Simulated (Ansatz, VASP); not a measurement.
## CdS: VASP beside Ansatz

INCAR

```
SYSTEM = CdS
ALGO     = Normal         ! electronic algorithm
EDIFF    = 1E-7           ! SCF threshold, eV
ENCUT    = 520            ! plane-wave cutoff, eV
GGA      = RE             ! functional
ISIF     = 2              ! what is computed and relaxed
ISMEAR   = -1             ! smearing method
ISPIN    = 2              ! spin polarisation
LASPH    = .True.         ! aspherical terms in the spheres
LCHARG   = .True.         ! write CHGCAR
LELF     = .True.         ! ELF
LORBIT   = 11             ! projections on sites
LREAL    = .False.        ! projectors in reciprocal space
LVHAR    = .True.       
LWAVE    = .False.        ! write WAVECAR
MAGMOM   = 0.2 0.2        ! initial moments
NBANDS   = 20             ! bands
NELM     = 150            ! most SCF steps
PREC     = Accurate       ! precision mode
SIGMA    = 0.05           ! smearing width, eV
```

The input KPOINTS:

```
k-points
0
Gamma
  14 14 14
  0 0 0
```

The input POSCAR:

```
CdS
1.0
    3.1120799152      0.0000000000      0.0000000000
    0.0000000000      3.1120799152      0.0000000000
    0.0000000000      0.0000000000      3.1120799152
Cd S
1 1
Direct
    0.0000000000      0.0000000000      0.0000000000
    0.5000000000      0.5000000000      0.5000000000
```

Input for Ansatz:

```yaml
crystal:
  lattice:
    - [3.1120799152, 0.0, 0.0]
    - [0.0, 3.1120799152, 0.0]
    - [0.0, 0.0, 3.1120799152]
  atoms:
    - { symbol: Cd, position: [0.0, 0.0, 0.0], spin: 0.2 }
    - { symbol: S, position: [0.5, 0.5, 0.5], spin: 0.2 }
kpoints:
  mp_grid: { grid: [14, 14, 14] }
scf:
  occupations: { method: fermi_dirac, width: 0.05 }
hamiltonian:
  xc: revpbe
  pseudopotentials: { kind: paw }
output:
  forces: true
  stress: true
  eigenvalues: true
  populations: true
magnetization:
  spin_polarized: true
```

Alike in both runs: task single point; functional revPBE; k mesh 14 × 14 × 14; occupations fermi-dirac, width 0.05 eV; collinear spin.

|  | VASP | Ansatz |
| --- | --- | --- |
| version | VASP 6.6.1 | Ansatz 0.2.0 |
| potentials or method | VASP PAW PBE potentials, release 64 (Cd, S) | PAW with Ansatz's default frozen-core files, scalar-relativistic |
| plane-wave cutoff (eV) | 520 | 420 |
| valence electrons in the cell | 18 | 26 |

```csv
,VASP,Ansatz,Ansatz less VASP
gap on the k mesh at the Fermi level (eV),none,none,-
net moment per atom (μB),0.00,0.00,0.000
```

VASP's potentials were made for PBE, not for revPBE. A gap of «none» marks a metal or a gap that the smearing closes. VASP's potentials hold 18 valence electrons a cell and Ansatz's 26, so a difference there can come from the potentials and not from the codes. Ansatz's warnings: seeded moment not kept.
